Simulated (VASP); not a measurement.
# AlN (P6_3mc) in VASP: notebook, part 2 of 2

VASP 6.6.1. Earlier steps stand in the parts before.

## (4) Single point, LDA

INCAR reads:

```
PREC = Accurate
ENCUT = 520
EDIFF = 1E-6
ISMEAR = -1
SIGMA = 0.05
LREAL = F
LASPH = T
NELM = 100
ALGO = Normal
ISIF = 2
LWAVE = F
LCHARG = F
NBANDS = 16
```

KPOINTS reads:

```
regular mesh
0
Gamma
  10 10 6
```

POSCAR reads:

```
AlN
1.0
    3.1130000000      0.0000000000      0.0000000000
   -1.5565000000      2.6959370820      0.0000000000
    0.0000000000      0.0000000000      4.9810000000
Al N
2 2
Direct
    0.6666666667      0.3333333333      0.5000000000
    0.3333333333      0.6666666667      0.0000000000
    0.6666666667      0.3333333333      0.8800000000
    0.3333333333      0.6666666667      0.3800000000
```

Potentials or basis: VASP PAW LDA potentials, release 64 (Al, N).

Command:

```
$ cat potpaw_LDA.64/Al/POTCAR potpaw_LDA.64/N/POTCAR > POTCAR
$ mpirun -np 1 vasp_std > vasp.out
```

OUTCAR:

```text
PREC = Accurate
   ENCUT = 520
   EDIFF = 1E-6
   ISMEAR = -1
   LREAL = F
   LASPH = T
   NELM = 100
   ISIF = 2

 ion  position               nearest neighbor table
   1  0.667  0.333  0.500-   3 1.89   4 1.89   4 1.89   4 1.89   2 3.07   2 3.07   2 3.07   2 3.07
                             2 3.07   2 3.07
   2  0.333  0.667  0.000-   4 1.89   3 1.89   3 1.89   3 1.89   1 3.07   1 3.07   1 3.07   1 3.07
                             1 3.07   1 3.07
   3  0.667  0.333  0.880-   1 1.89   2 1.89   2 1.89   2 1.89
   4  0.333  0.667  0.380-   2 1.89   1 1.89   1 1.89   1 1.89

  LATTYP: Found a hexagonal cell.
 ALAT       =     3.1130000000
 C/A-ratio  =     1.6000642467

  Lattice vectors:

 A1 = (   3.1130000000,   0.0000000000,   0.0000000000)
 A2 = (  -1.5565000000,   2.6959370820,   0.0000000000)
 A3 = (   0.0000000000,   0.0000000000,   4.9810000000)

Analysis of symmetry for initial positions (statically):
=====================================================================
 Subroutine PRICEL returns:
 Original cell was already a primitive cell.

 Routine SETGRP: Setting up the symmetry group for a
 hexagonal supercell.

 Subroutine GETGRP returns: Found 12 space group operations
 (whereof  6 operations were pure point group operations)
 out of a pool of 24 trial point group operations.

The static configuration has the point symmetry C_3v.
 The point group associated with its full space group is C_6v.

Analysis of symmetry for dynamics (positions and initial velocities):
=====================================================================
 Subroutine PRICEL returns:
 Original cell was already a primitive cell.

 Routine SETGRP: Setting up the symmetry group for a
 hexagonal supercell.

 Subroutine GETGRP returns: Found 12 space group operations
[... 125 lines left out ...]
   IALGO  =     38    algorithm
   IMIX   =      4    mixing-type and parameters
     AMIX     =   0.40;   BMIX     =  1.00
     AMIX_MAG =   1.60;   BMIX_MAG =  1.00
  volume/ion in A,a.u.               =      10.45        70.52
  Fermi-wavevector in a.u.,A,eV,Ry     =   1.188629  2.246183 19.222843  1.412839
  Thomas-Fermi vector in A             =   2.324754
   LORBIT       =      0    0 simple, 1 ext, 2 COOP (PROOUT), +10 PAW based schemes
   GGA     = CA    functional components
   LHFCALC =     F    Hartree Fock is set to
   AEXX    =    0.0000 exact exchange contribution
   IVDW    =     0    specifies the selected vdW correction
   LEPSILON=     F    determine dielectric tensor
   LRPA    =     F    only Hartree local field effects (RPA)
 non-spin polarized calculation
  energy-cutoff  :      520.00
  volume of cell :       41.80
 maximum number of plane-waves:      1142
 NGX is ok and might be reduce to    24
   NGX = 11   NGY = 11   NGZ = 19

 number of electron      16.0000000 magnetization

 Free energy of the ion-electron system (eV)
  ---------------------------------------------------
  ext. energy  EPLUGINS =         0.00000000
  ---------------------------------------------------
  free energy    TOTEN  =       -32.82974182 eV

  energy without entropy =      -32.82974182  energy(sigma->0) =      -32.82974182

 E-fermi :   6.8418     XC(G=0): -11.2418

 val. band max:        5.8575760492   @ k =   0.0000   0.0000   0.0000
 cond. band min:      10.1031421315   @ k =   0.0000   0.0000   0.0000
 fundamental gap:      4.2455660823
 Fermi energy:         6.8417729112

 k-point     1 :       0.0000    0.0000    0.0000
  band No.  band energies     occupation
      1      -9.1423      2.00000
      2      -6.9199      2.00000
      3      -0.1699      2.00000
      4       5.0220      2.00000
      5       5.0220      2.00000
      6       5.6789      2.00000
[... 433 lines left out ...]
      3       0.4293      2.00000
      4       1.4547      2.00000
      5       2.7788      2.00000
      6       3.5696      2.00000
[... 8 lines left out ...]
     15      18.3299      0.00000
     16      20.5612      0.00000

 [... further k-points ...]

------------------------ aborting loop because EDIFF is reached ----------------------------------------

  FORCE on cell =-STRESS in cart. coord.  units (eV):
  Direction    XX          YY          ZZ          XY          YZ          ZX
  --------------------------------------------------------------------------------------
  -------------------------------------------------------------------------------------
  Total       -1.2231519     -1.2231519     -0.7766409      0.0000000      0.0000000      0.0000000
  in kB      -46.8797783    -46.8797783    -29.7663403      0.0000000      0.0000000      0.0000000
  external PRESSURE =     -41.1752990 kB  Pullay stress =       0.0000000 kB

 VOLUME and BASIS-vectors are now :
 -----------------------------------------------------------------------------
  energy-cutoff  :      520.00
  volume of cell :       41.80
      direct lattice vectors                 reciprocal lattice vectors
     3.113000000  0.000000000  0.000000000     0.321233537  0.185464269  0.000000000
    -1.556500000  2.695937082  0.000000000     0.000000000  0.370928538  0.000000000
     0.000000000  0.000000000  4.981000000     0.000000000  0.000000000  0.200762899

 POSITION                                       TOTAL-FORCE (eV/Angst)
 -----------------------------------------------------------------------------------
      1.55650      0.89865      2.49050        -0.000000      0.000000     -0.119313
     -0.00000      1.79729      0.00000         0.000000     -0.000000     -0.119313
      1.55650      0.89865      4.38328        -0.000000     -0.000000      0.119313
     -0.00000      1.79729      1.89278         0.000000      0.000000      0.119313
 -----------------------------------------------------------------------------------
    total drift:                               -0.000000      0.000000      0.000423

  FREE ENERGIE OF THE ION-ELECTRON SYSTEM (eV)
  ---------------------------------------------------
  free  energy   TOTEN  =       -32.8297418233 eV

  energy  without entropy=      -32.8297418233  energy(sigma->0) =      -32.82974182
```

OSZICAR:

```text
N       E                     dE             d eps       ncg     rms          rms(c)
DAV:   1     0.397301961051E+02    0.39730E+02   -0.73507E+03  1792   0.893E+02
DAV:   2    -0.345976369349E+02   -0.74328E+02   -0.68218E+02  2560   0.181E+02
DAV:   3    -0.378582771504E+02   -0.32606E+01   -0.32510E+01  2216   0.385E+01
DAV:   4    -0.378749213028E+02   -0.16644E-01   -0.16643E-01  2240   0.332E+00
DAV:   5    -0.378750883735E+02   -0.16707E-03   -0.16707E-03  2224   0.323E-01    0.122E+01
DAV:   6    -0.329433811075E+02    0.49317E+01   -0.11442E+01  1896   0.239E+01    0.432E+00
DAV:   7    -0.328912137055E+02    0.52167E-01   -0.49988E-01  2152   0.465E+00    0.281E+00
DAV:   8    -0.328324398005E+02    0.58774E-01   -0.71197E-02  1896   0.224E+00    0.350E-01
DAV:   9    -0.328296366140E+02    0.28032E-02   -0.57971E-03  2216   0.545E-01    0.223E-01
DAV:  10    -0.328297933485E+02   -0.15673E-03   -0.60057E-04  1968   0.154E-01    0.117E-01
DAV:  11    -0.328297422319E+02    0.51117E-04   -0.88977E-05  2136   0.697E-02    0.206E-02
DAV:  12    -0.328297418233E+02    0.40853E-06   -0.14578E-06  1816   0.932E-03
   1 F= -.32829742E+02 E0= -.32829742E+02  d E =-.366758E-10
```

It took 14 s on 1 thread of Intel Xeon 6975P-C, shared host; peak memory 0.15 GiB.

Results:

- Free energy: -32.8297 eV
- Pressure: -4.1 GPa
- Largest force: 0.119 eV/Å
- Band gap on the k mesh: 4.25 eV, direct

Forces in eV/Å, atoms in the order of the input:
```
Al   0.000  0.000 -0.119
Al   0.000  0.000 -0.119
N    0.000  0.000  0.119
N    0.000  0.000  0.119
```

Stress tensor (GPa, compression positive):
```
-4.69  0.00  0.00
 0.00 -4.69  0.00
 0.00  0.00 -2.98
```

Levels at points of the mesh, in eV from the valence-band top:
| k point | band 4 | band 5 | band 6 | band 7 | band 8 | band 9 | band 10 | band 11 | band 12 | band 13 |
| --- | --- | --- | --- | --- | --- | --- | --- | --- | --- | --- |
| (0.00, 0.00, 0.00) | -0.84 | -0.84 | -0.18 | -0.18 | 0.00 | 4.25 | 6.55 | 10.48 | 10.96 | 10.96 |
| (0.50, 0.00, 0.00) | -4.16 | -3.36 | -2.08 | -1.80 | -0.66 | 5.67 | 5.69 | 8.10 | 10.16 | 10.73 |
| (0.00, 0.00, 0.50) | -3.32 | -0.52 | -0.52 | -0.52 | -0.52 | 6.42 | 6.42 | 10.16 | 10.16 | 11.28 |
| (0.50, 0.00, 0.50) | -5.63 | -1.45 | -1.45 | -1.36 | -1.36 | 5.21 | 5.21 | 9.11 | 9.11 | 11.68 |

## (5) Single point, RPBE+D3(BJ)

This run uses another cell than the first one, of 9.82 Å³/atom, 0.940 times its volume.

INCAR reads:

```
SYSTEM = AlN
PREC = Accurate
ENCUT = 520
EDIFF = 1E-6
ISMEAR = -1
SIGMA = 0.05
LREAL = .False.
LASPH = .True.
NELM = 80
ALGO = Normal
ISIF = 2
LWAVE = .False.
LCHARG = .False.
GGA = RP
IVDW = 12
NBANDS = 16
```

KPOINTS reads:

```
Automatic mesh
0
Gamma
  10 10 6
  0 0 0
```

POSCAR reads:

```
AlN
1.0
    3.0494515564      0.0000000000      0.0000000000
   -1.5247257782      2.6409025155      0.0000000000
    0.0000000000      0.0000000000      4.8793184075
Al N
2 2
Direct
    0.6666666667      0.3333333333      0.5000000000
    0.3333333333      0.6666666667      0.0000000000
    0.6666666667      0.3333333333      0.8800000000
    0.3333333333      0.6666666667      0.3800000000
```

Potentials or basis: VASP PAW PBE potentials, release 64 (Al, N).

Command:

```
$ cat potpaw_PBE.64/Al/POTCAR potpaw_PBE.64/N/POTCAR > POTCAR
$ mpirun -np 1 vasp_std > vasp.out
```

OUTCAR:

```text
SYSTEM = AlN
   PREC = Accurate
   ENCUT = 520
   EDIFF = 1E-6
   ISMEAR = -1
   LREAL = .False.
   LASPH = .True.
   NELM = 80
   ISIF = 2
   GGA = RP
   IVDW = 12
 IVDW          = 12

 ion  position               nearest neighbor table
   1  0.667  0.333  0.500-   3 1.85   4 1.86   4 1.86   4 1.86   2 3.01   2 3.01   2 3.01   2 3.01
                             2 3.01   2 3.01
   2  0.333  0.667  0.000-   4 1.85   3 1.86   3 1.86   3 1.86   1 3.01   1 3.01   1 3.01   1 3.01
                             1 3.01   1 3.01
   3  0.667  0.333  0.880-   1 1.85   2 1.86   2 1.86   2 1.86
   4  0.333  0.667  0.380-   2 1.85   1 1.86   1 1.86   1 1.86

  LATTYP: Found a hexagonal cell.
 ALAT       =     3.0494515564
 C/A-ratio  =     1.6000642467

  Lattice vectors:

 A1 = (   3.0494515564,   0.0000000000,   0.0000000000)
 A2 = (  -1.5247257782,   2.6409025155,   0.0000000000)
 A3 = (   0.0000000000,   0.0000000000,   4.8793184075)

Analysis of symmetry for initial positions (statically):
=====================================================================
 Subroutine PRICEL returns:
 Original cell was already a primitive cell.

 Routine SETGRP: Setting up the symmetry group for a
 hexagonal supercell.

[... 177 lines left out ...]
 Fermi energy:         7.8153057200

 k-point     1 :       0.0000    0.0000    0.0000
  band No.  band energies     occupation
      1      -8.7365      2.00000
      2      -6.4193      2.00000
      3       0.6184      2.00000
      4       5.9873      2.00000
      5       5.9873      2.00000
      6       6.6487      2.00000
[... 433 lines left out ...]
      3       1.2584      2.00000
      4       2.3386      2.00000
      5       3.6761      2.00000
      6       4.5096      2.00000
[... 8 lines left out ...]
     15      20.1372      0.00000
     16      22.6338      0.00000

 [... further k-points ...]

------------------------ aborting loop because EDIFF is reached ----------------------------------------

 Edisp (eV)   -4.85108

 E8    (eV) :    -2.8950

  FORCE on cell =-STRESS in cart. coord.  units (eV):
  Direction    XX          YY          ZZ          XY          YZ          ZX
  --------------------------------------------------------------------------------------
  -------------------------------------------------------------------------------------
  Total      -0.56987    -0.56987    -0.35178     0.00000    -0.00000    -0.00000
  in kB     -23.23551   -23.23551   -14.34342     0.00000    -0.00000    -0.00000
  external pressure =      -20.27 kB  Pullay stress =        0.00 kB

 VOLUME and BASIS-vectors are now :
 -----------------------------------------------------------------------------
  energy-cutoff  :      520.00
  volume of cell :       39.29
      direct lattice vectors                 reciprocal lattice vectors
     3.049451556  0.000000000  0.000000000     0.327927820  0.189329215  0.000000000
    -1.524725778  2.640902516  0.000000000     0.000000000  0.378658430  0.000000000
     0.000000000  0.000000000  4.879318407     0.000000000  0.000000000  0.204946658

 POSITION                                       TOTAL-FORCE (eV/Angst)
 -----------------------------------------------------------------------------------
      1.52473      0.88030      2.43966        -0.000000     -0.000000     -0.200269
     -0.00000      1.76060      0.00000         0.000000     -0.000000     -0.200269
      1.52473      0.88030      4.29380         0.000000      0.000000      0.200269
     -0.00000      1.76060      1.85414        -0.000000     -0.000000      0.200269
 -----------------------------------------------------------------------------------
    total drift:                                0.000000      0.000000     -0.000119

  FREE ENERGIE OF THE ION-ELECTRON SYSTEM (eV)
  ---------------------------------------------------
  free  energy   TOTEN  =       -32.9560699386 eV

  energy  without entropy=      -32.9560699385  energy(sigma->0) =      -32.95606994
```

Wall time 16 s (1 thread of AMD EPYC 9R45 (Zen 5), shared host); peak memory 0.15 GiB.

Results:

| Property | Result |
| --- | --- |
| Free energy | -32.9561 eV |
| Pressure | -2.0 GPa |
| Largest force | 0.200 eV/Å |
| Band gap on the k mesh | 4.82 eV, direct |
| Dispersion energy per atom | -1.213 eV |

Forces on the atoms (eV/Å):
```
Al   0.000  0.000 -0.200
Al   0.000  0.000 -0.200
N    0.000  0.000  0.200
N    0.000  0.000  0.200
```

Stress tensor (GPa, compression positive):
```
-2.32  0.00  0.00
 0.00 -2.32  0.00
 0.00  0.00 -1.43
```

Levels at points of the mesh, in eV from the valence-band top:
```tsv
k point	band 6	band 7	band 8	band 9	band 10	band 11
(0.00, 0.00, 0.00)	-0.20	-0.20	0.00	4.82	7.30	11.21
(0.50, 0.00, 0.00)	-2.13	-1.84	-0.67	6.01	6.12	8.83
(0.00, 0.00, 0.50)	-0.54	-0.54	-0.54	7.08	7.08	10.96
(0.50, 0.00, 0.50)	-1.48	-1.40	-1.40	5.60	5.60	9.76
```

Caveat: the PAW data sets were made with another functional, which shifts forces and pressure a little.

## (6) Single point, PBE exchange alone

This run uses another cell than the first one, of 9.82 Å³/atom, 0.940 times its volume.

INCAR reads:

```
SYSTEM = AlN
PREC = Accurate ; ENCUT = 520
EDIFF = 1E-6 ; ISMEAR = -1
SIGMA = 0.05 ; LREAL = .FALSE.
LASPH = .TRUE. ; NELM = 100
ALGO = Normal ; ISIF = 2
LWAVE = .FALSE. ; LCHARG = .FALSE.
GGA = PE ; ALDAC = 0.0
AGGAC = 0.0 ; NBANDS = 16
```

KPOINTS reads:

```
regular mesh
0
G
  10 10 6
  0 0 0
```

POSCAR is that of step 5.

Potentials or basis: VASP PAW PBE potentials, release 64 (Al, N).

Command:

```
$ cat potpaw_PBE.64/Al/POTCAR potpaw_PBE.64/N/POTCAR > POTCAR
$ mpirun -np 1 vasp_std > vasp.out
```

It took 17 s on 1 thread of AMD EPYC 9R45 (Zen 5), shared host; peak memory 0.13 GiB.

It converged, with:

| Property | Result |
| --- | --- |
| Free energy | -23.6750 eV |
| Pressure | 33.9 GPa |
| Largest force | 0.176 eV/Å |
| Band gap on the k mesh | 5.10 eV, direct |

Forces in eV/Å, atoms in the order of the input:
```
Al   0.000  0.000 -0.176
Al   0.000  0.000 -0.176
N    0.000  0.000  0.176
N    0.000  0.000  0.176
```

Stress tensor (GPa, compression positive):
```
33.33  0.00  0.00
 0.00 33.33  0.00
 0.00  0.00 35.17
```

Levels at points of the mesh, in eV from the valence-band top:
```csv
k point,band 4,band 5,band 6,band 7,band 8,band 9,band 10,band 11,band 12,band 13
"(0.00, 0.00, 0.00)",-0.85,-0.85,-0.19,-0.19,0.00,5.10,7.43,11.40,11.77,11.77
"(0.50, 0.00, 0.00)",-4.21,-3.41,-2.11,-1.79,-0.67,6.24,6.34,8.98,11.02,11.45
"(0.00, 0.00, 0.50)",-3.33,-0.53,-0.53,-0.53,-0.53,7.28,7.28,11.09,11.09,12.08
"(0.50, 0.00, 0.50)",-5.71,-1.47,-1.47,-1.38,-1.38,5.85,5.85,9.90,9.90,12.74
```

## (7) The runs side by side

| task | level | potentials or basis | cell | k mesh | cutoff (eV) | smearing | gap on the mesh (eV) | pressure (GPa) | largest force (eV/Å) |
| --- | --- | --- | --- | --- | --- | --- | --- | --- | --- |
| relaxation of cell and atoms | LDA | VASP PAW LDA potentials, release 64 (Al, N) | relaxed from a = 3.113, b = 3.113, c = 4.981 Å, angles 90.0, 90.0, 120.0°, 4 atoms | 10 × 10 × 6 | 600 | fermi-dirac 0.05 eV | 4.41 | 0.1 | - |
| single point | PBE | VASP PAW PBE potentials, release 64 (Al, N) | a = 3.113, b = 3.113, c = 4.981 Å, angles 90.0, 90.0, 120.0°, 4 atoms | 6 × 6 × 4 | 520 | gaussian 0.01 eV | 4.22 | 3.5 | 0.13 |
| single point | LDA | VASP PAW LDA potentials, release 64 (Al, N) | a = 3.113, b = 3.113, c = 4.981 Å, angles 90.0, 90.0, 120.0°, 4 atoms | 10 × 10 × 6 | 520 | fermi-dirac 0.05 eV | 4.25 | -4.1 | 0.12 |
| single point | RPBE+D3(BJ) | VASP PAW PBE potentials, release 64 (Al, N) | a = 3.049, b = 3.049, c = 4.879 Å, angles 90.0, 90.0, 120.0°, 4 atoms | 10 × 10 × 6 | 520 | fermi-dirac 0.05 eV | 4.82 | -2.0 | 0.20 |
| single point | PBE exchange alone | VASP PAW PBE potentials, release 64 (Al, N) | a = 3.049, b = 3.049, c = 4.879 Å, angles 90.0, 90.0, 120.0°, 4 atoms | 10 × 10 × 6 | 520 | fermi-dirac 0.05 eV | 5.10 | 33.9 | 0.18 |

Alike in all rows: no spin polarisation.

Caveats: the PAW data sets were made with another functional, which shifts forces and pressure a little (some runs).

Total energies depend on the potentials used, so only differences within one code and one set of settings carry meaning.

## (8) Against experiment

Step 5. Against the measured gap of AlN, 6.034 eV (an exciton energy, a little under the gap; 10 K; quoted in “Self-assembly of well-separated AlN nanowires directly on sputtered metallic TiN films”, 2019, arxiv:1910.07391), the calculated 4.82 eV is off by -1.21 eV. 2 values of this kind are on record (6.034 to 6.0343 eV); this one was drawn at random. The value is that of RPBE+D3(BJ) on a finite k mesh, which can miss the band edges, without temperature or zero-point motion. Semilocal functionals fall short of measured gaps as a rule.
